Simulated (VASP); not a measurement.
# CoH4 (R3m) in VASP: single point with PBE

Aim: the single point of CoH4 with PBE.

All numbers are computed with VASP 6.6.1; they aren't measurements. Logs are shortened: lines on timing, memory, paths and dates and some standing lists are left out, and cuts for length are marked.

## Step 1: The cell of the first run

It takes space group R3m (No. 160, trigonal). The conventional cell has a = 4.006 Å, b = 4.006 Å, c = 5.690 Å, α = 90.00°, β = 90.00°, γ = 120.00°. Within 1.9 Å of Co (site symmetry 3m) lie 4 H at 1.44 to 1.55 Å. H (site symmetry 3m) has 3 H at 1.26 Å and 1 Co at 1.44 Å within 1.7 Å. Within 1.7 Å of H (site symmetry m) lie 1 H at 1.26 Å and 1 Co at 1.55 Å.

## Step 2: Single point, PBE, collinear spin, ferromagnetic start

INCAR reads:

```
SYSTEM = CoH4
PREC = Accurate
ENCUT = 600
EDIFF = 1E-6
ISMEAR = 0
SIGMA = 0.15
LREAL = .FALSE.
LASPH = .TRUE.
NELM = 200
ALGO = Normal
ISIF = 2
LWAVE = .FALSE.
LCHARG = .TRUE.
ISPIN = 2
MAGMOM = 3 0 0 0 0
LORBIT = 11
LMAXMIX = 4
GGA = PE
LELF = .TRUE.
LVHAR = .TRUE.
NBANDS = 18
GGA_COMPAT = .FALSE.
```

KPOINTS reads:

```
regular mesh
0
G
  4 4 4
  0 0 0
```

POSCAR reads:

```
CoH4
1.0
    2.0031343969      1.1565101832      1.8967793742
   -2.0031343969      1.1565101832      1.8967793742
    0.0000000000     -2.3130203665      1.8967793742
Co H
1 4
Direct
    0.7066348114      0.7066348114      0.7066348114
    0.4537418291      0.4537418291      0.4537418291
    0.3598614041     -0.1278736387      0.3598614041
    0.3598614041      0.3598614041     -0.1278736387
   -0.1278736387      0.3598614041      0.3598614041
```

Potentials or basis: VASP PAW PBE potentials, release 64 (Co, H).

Launch:

```
$ cat potpaw_PBE.64/Co/POTCAR potpaw_PBE.64/H/POTCAR > POTCAR
$ mpirun -np 1 vasp_std > vasp.out
```

OUTCAR:

```text
SYSTEM = CoH4
   PREC = Accurate
   ENCUT = 600
   EDIFF = 1E-6
   ISMEAR = 0
   LREAL = .FALSE.
   LASPH = .TRUE.
   NELM = 200
   ISIF = 2
   ISPIN = 2
   LORBIT = 11
   GGA = PE

 ion  position               nearest neighbor table
   1  0.707  0.707  0.707-   2 1.44   4 1.55   3 1.55   5 1.55
   2  0.454  0.454  0.454-   1 1.44
   3  0.360  0.872  0.360-   1 1.55
   4  0.360  0.360  0.872-   1 1.55
   5  0.872  0.360  0.360-   1 1.55

  LATTYP: Found a trigonal (rhomboedric) cell.
 ALAT       =     2.9912932338
 COS(alpha) =     0.1031244278

  Lattice vectors:

 A1 = (   2.0031343969,   1.1565101832,   1.8967793742)
 A2 = (  -2.0031343969,   1.1565101832,   1.8967793742)
 A3 = (   0.0000000000,  -2.3130203665,   1.8967793742)

Analysis of symmetry for initial positions (statically):
=====================================================================
 Subroutine PRICEL returns:
 Original cell was already a primitive cell.

 Routine SETGRP: Setting up the symmetry group for a
 trigonal (rhombohedral) supercell.

 Subroutine GETGRP returns: Found  6 space group operations
 (whereof  6 operations were pure point group operations)
 out of a pool of 12 trial point group operations.

The static configuration has the point symmetry C_3v.

Analysis of symmetry for dynamics (positions and initial velocities):
=====================================================================
 Subroutine PRICEL returns:
 Original cell was already a primitive cell.

 Routine SETGRP: Setting up the symmetry group for a
 trigonal (rhombohedral) supercell.

 Subroutine GETGRP returns: Found  6 space group operations
 (whereof  6 operations were pure point group operations)
 out of a pool of 12 trial point group operations.

The dynamic configuration has the point symmetry C_3v.

Analysis of structural, dynamic, and magnetic symmetry:
=====================================================================
 Subroutine PRICEL returns:
 Original cell was already a primitive cell.

 Routine SETGRP: Setting up the symmetry group for a
 trigonal (rhombohedral) supercell.

 Subroutine GETGRP returns: Found  6 space group operations
 (whereof  6 operations were pure point group operations)
 out of a pool of 12 trial point group operations.

The overall configuration has the point symmetry C_3v.

 Subroutine INISYM returns: Found  6 space group operations
 (whereof  6 operations are pure point group operations),
 and found     1 'primitive' translations

----------------------------------------------------------------------------------------

                                     Primitive cell

  volume of cell :      26.3650

  direct lattice vectors                    reciprocal lattice vectors
     2.003134397  1.156510183  1.896779374     0.249608813  0.144111716  0.175736481
    -2.003134397  1.156510183  1.896779374    -0.249608813  0.144111716  0.175736481
     0.000000000 -2.313020366  1.896779374     0.000000000 -0.288223431  0.175736481

  length of vectors
     2.991293234  2.991293234  2.991293234     0.337573780  0.337573780  0.337573780

  position of ions in fractional coordinates (direct lattice)
     0.706634811  0.706634811  0.706634811
     0.453741829  0.453741829  0.453741829
     0.359861404  0.872126361  0.359861404
     0.359861404  0.359861404  0.872126361
     0.872126361  0.359861404  0.359861404

  ion indices of the primitive-cell ions
   primitive index   ion index
                 1           1
                 2           2
                 3           3
                 4           4
                 5           5

----------------------------------------------------------------------------------------

 KPOINTS: regular mesh
[... 27 lines left out ...]
  0.500000  0.000000 -0.000000      3.000000
  0.250000  0.250000 -0.000000      6.000000
  0.500000  0.250000  0.000000     12.000000
 -0.250000  0.250000  0.000000      6.000000
  0.500000  0.500000 -0.000000      3.000000
  0.250000  0.250000  0.250000      2.000000
  0.500000  0.250000  0.250000      6.000000
 -0.250000  0.250000  0.250000      6.000000
  0.500000  0.500000  0.250000      6.000000
 -0.250000  0.500000  0.250000      6.000000
  0.500000  0.500000  0.500000      1.000000
   k-points           NKPTS =     13   k-points in BZ     NKDIM =     13   number of bands    NBANDS=     18
   number of dos      NEDOS =    301   number of ions     NIONS =      5
   total plane-waves  NPLWV =  13824
   dimension x,y,z NGX =    24 NGY =   24 NGZ =   24
   dimension x,y,z NGXF=    48 NGYF=   48 NGZF=   48
   ions per type =               1   4
   NGX,Y,Z   is equivalent  to a cutoff of  13.34, 13.34, 13.34 a.u.
   NGXF,Y,Z  is equivalent  to a cutoff of  26.68, 26.68, 26.68 a.u.
 SYSTEM =  CoH4
   PREC   = accura    normal or accurate (medium, high low for compatibility)
   ISTART =      0    job   : 0-new  1-cont  2-samecut
   ICHARG =      2    charge: 1-file 2-atom 10-const
   ISPIN  =      2    spin polarized calculation?
   LNONCOLLINEAR =      F non collinear calculations
   LSORBIT =      F    spin-orbit coupling
   LASPH  =      T    aspherical Exc in radial PAW
   ENCUT  =  600.0 eV  44.10 Ry    6.64 a.u.   5.97  5.97  5.97*2*pi/ulx,y,z
   NELM   =    200;   NELMIN=  2; NELMDL= -5     # of ELM steps
   EDIFF  = 0.1E-05   stopping-criterion for ELM
   LREAL  =      F    real-space projection
   EDIFFG = 0.1E-04   stopping-criterion for IOM
   NSW    =      0    number of steps for IOM
   IBRION =     -1    ionic relax: 0-MD 1-quasi-New 2-CG
   NFREE  =      0    steps in history (QN), initial steepest desc. (CG)
   ISIF   =      2    stress and relaxation
   ISYM   =      2    0-nonsym 1-usesym 2-fastsym
   POTIM  = 0.5000    time-step for ionic-motion
   TEBEG  =    0.0;   TEEND  =   0.0 temperature during run
   PSTRESS=    0.0 pullay stress
   NELECT =      13.0000    total number of electrons
   NUPDOWN=      -1.0000    fix difference up-down
   EMIN   =  10.00;   EMAX   =-10.00  energy-range for DOS
   EFERMI =   0.00;   METHOD = LEGACY
   ISMEAR =     0;   SIGMA  =   0.15  broadening in eV -4-tet -1-fermi 0-gaus
   EFERMI_NEDOS =   21; number of points for ismear=-14 and -15
   IALGO  =     38    algorithm
   IMIX   =      4    mixing-type and parameters
     AMIX     =   0.40;   BMIX     =  1.00
     AMIX_MAG =   1.60;   BMIX_MAG =  1.00
  volume/ion in A,a.u.               =       5.27        35.58
  Fermi-wavevector in a.u.,A,eV,Ry     =   1.293342  2.444062 22.758924  1.672734
  Thomas-Fermi vector in A             =   2.424994
   LORBIT       =     11    0 simple, 1 ext, 2 COOP (PROOUT), +10 PAW based schemes
   GGA     = PE    functional components
   LHFCALC =     F    Hartree Fock is set to
   AEXX    =    0.0000 exact exchange contribution
   IVDW    =     0    specifies the selected vdW correction
   LEPSILON=     F    determine dielectric tensor
   LRPA    =     F    only Hartree local field effects (RPA)
 spin polarized calculation
 Gauss-broadening in eV      SIGMA  =   0.15
  energy-cutoff  :      600.00
  volume of cell :       26.36
 maximum number of plane-waves:       890
   NGX = 11   NGY = 11   NGZ = 11

 number of electron      12.9999997 magnetization       0.0062940

 number of electron      12.9999997 magnetization      -0.0017885

 Free energy of the ion-electron system (eV)
  ---------------------------------------------------
  ext. energy  EPLUGINS =         0.00000000
  ---------------------------------------------------
  free energy    TOTEN  =       -17.80853277 eV

  energy without entropy =      -17.79212637  energy(sigma->0) =      -17.80032957

 E-fermi :   5.0741     XC(G=0): -11.1200

 val. band max:        4.9468672932   @ k =   0.5000   0.2500   0.2500
 cond. band min:       5.1358631810   @ k =  -0.2500   0.2500   0.0000
 fundamental gap:      0.1889958877
 Fermi energy:         5.0740795527

 spin component 1

 k-point     1 :       0.0000    0.0000    0.0000
  band No.  band energies     occupation
      1      -8.0645      1.00000
      2       1.3101      1.00000
      3       1.3101      1.00000
      4       2.7861      1.00000
      5       3.7007      1.00000
      6       3.7007      1.00000
[... 249 lines left out ...]
      4       2.1618      1.00000
      5       4.3374      1.00000
      6       4.3374      1.00000
[... 10 lines left out ...]
     17      34.6800      0.00000
     18      34.6800      0.00000
 Fermi energy:         5.0740795527

 spin component 2

 k-point     1 :       0.0000    0.0000    0.0000
  band No.  band energies     occupation
      1      -8.0646      1.00000
      2       1.3093      1.00000
      3       1.3093      1.00000
      4       2.7857      1.00000
      5       3.6999      1.00000
      6       3.6999      1.00000
[... 250 lines left out ...]
      5       4.3361      1.00000
      6       4.3361      1.00000
[... 10 lines left out ...]
     17      34.6799      0.00000
     18      34.6799      0.00000

------------------------ aborting loop because EDIFF is reached ----------------------------------------

  FORCE on cell =-STRESS in cart. coord.  units (eV):
  Direction    XX          YY          ZZ          XY          YZ          ZX
  --------------------------------------------------------------------------------------
  -------------------------------------------------------------------------------------
  Total        0.0369841      0.0369841      0.1097527      0.0000000     -0.0000000      0.0000000
  in kB        2.2474913      2.2474913      6.6695741      0.0000000     -0.0000000      0.0000000
  external PRESSURE =       3.7215189 kB  Pullay stress =       0.0000000 kB

 VOLUME and BASIS-vectors are now :
 -----------------------------------------------------------------------------
  energy-cutoff  :      600.00
  volume of cell :       26.36
      direct lattice vectors                 reciprocal lattice vectors
     2.003134397  1.156510183  1.896779374     0.249608813  0.144111716  0.175736481
    -2.003134397  1.156510183  1.896779374    -0.249608813  0.144111716  0.175736481
     0.000000000 -2.313020366  1.896779374     0.000000000 -0.288223431  0.175736481

 POSITION                                       TOTAL-FORCE (eV/Angst)
 -----------------------------------------------------------------------------------
      0.00000     -0.00000      4.02099         0.000000     -0.000000      0.239007
      0.00000     -0.00000      2.58194         0.000000      0.000000     -0.165520
     -1.02614      0.59244      3.01939        -0.087888      0.050742     -0.024496
      0.00000     -1.18488      3.01939         0.000000     -0.101485     -0.024496
      1.02614      0.59244      3.01939         0.087888      0.050742     -0.024496
 -----------------------------------------------------------------------------------
    total drift:                               -0.000000      0.000000     -0.001219

  FREE ENERGIE OF THE ION-ELECTRON SYSTEM (eV)
  ---------------------------------------------------
  free  energy   TOTEN  =       -17.8085327658 eV

  energy  without entropy=      -17.7921263652  energy(sigma->0) =      -17.80032957

 total charge

# of ion       s       p       d       tot
------------------------------------------
    1        0.414   0.517   7.603   8.534
    2        0.487   0.055   0.000   0.541
    3        0.497   0.027   0.000   0.524
    4        0.497   0.027   0.000   0.524
    5        0.497   0.027   0.000   0.524
--------------------------------------------------
tot          2.391   0.653   7.603  10.647

 magnetization (x)

# of ion       s       p       d       tot
------------------------------------------
    1       -0.000  -0.000  -0.001  -0.001
    2        0.000   0.000   0.000   0.000
    3       -0.000  -0.000   0.000  -0.000
    4       -0.000  -0.000   0.000  -0.000
    5       -0.000  -0.000   0.000  -0.000
--------------------------------------------------
tot         -0.000  -0.000  -0.001  -0.001
```

Run time: 24 s. Hardware: 1 thread of Intel Xeon 8259CL, shared host; peak memory 0.15 GiB.

Results:

* Free energy: -17.8085 eV
* Pressure: 0.4 GPa
* Largest force: 0.239 eV/Å
* Net moment: 0.00 μB per cell
* Valence electrons inside the program's atomic spheres: Co 8.53; H 0.54, 0.52

Forces on the atoms (eV/Å):
```
Co   0.000  0.000  0.239
H    0.000  0.000 -0.166
H   -0.088  0.051 -0.024
H    0.000 -0.101 -0.024
H    0.088  0.051 -0.024
```

Levels at points of the mesh, in eV from the Fermi level:
Spin up:
| k point | band 4 | band 5 | band 6 | band 7 | band 8 | band 9 |
| --- | --- | --- | --- | --- | --- | --- |
| (0.00, 0.00, 0.00) | -2.29 | -1.37 | -1.37 | 2.05 | 2.05 | 3.42 |
| (0.50, 0.00, 0.00) | -2.27 | -1.79 | -1.29 | -0.52 | 4.31 | 5.39 |
| (0.50, 0.50, 0.00) | -2.14 | -1.91 | -0.97 | -0.68 | 0.96 | 3.06 |
| (0.50, 0.50, 0.50) | -2.91 | -0.74 | -0.74 | 1.27 | 1.81 | 1.81 |
Spin down:
| k point | band 3 | band 4 | band 5 | band 6 | band 7 | band 8 | band 9 | band 10 |
| --- | --- | --- | --- | --- | --- | --- | --- | --- |
| (0.00, 0.00, 0.00) | -3.76 | -2.29 | -1.37 | -1.37 | 2.05 | 2.05 | 3.42 | 9.98 |
| (0.50, 0.00, 0.00) | -4.04 | -2.27 | -1.80 | -1.29 | -0.53 | 4.31 | 5.39 | 9.07 |
| (0.50, 0.50, 0.00) | -4.67 | -2.14 | -1.91 | -0.97 | -0.68 | 0.95 | 3.06 | 6.87 |
| (0.50, 0.50, 0.50) | -5.25 | -2.91 | -0.74 | -0.74 | 1.27 | 1.81 | 1.81 | 5.01 |

Caveat: the k points lie up to 0.53 Å⁻¹ apart; the starting moments collapsed, and a magnetic state may lie lower.
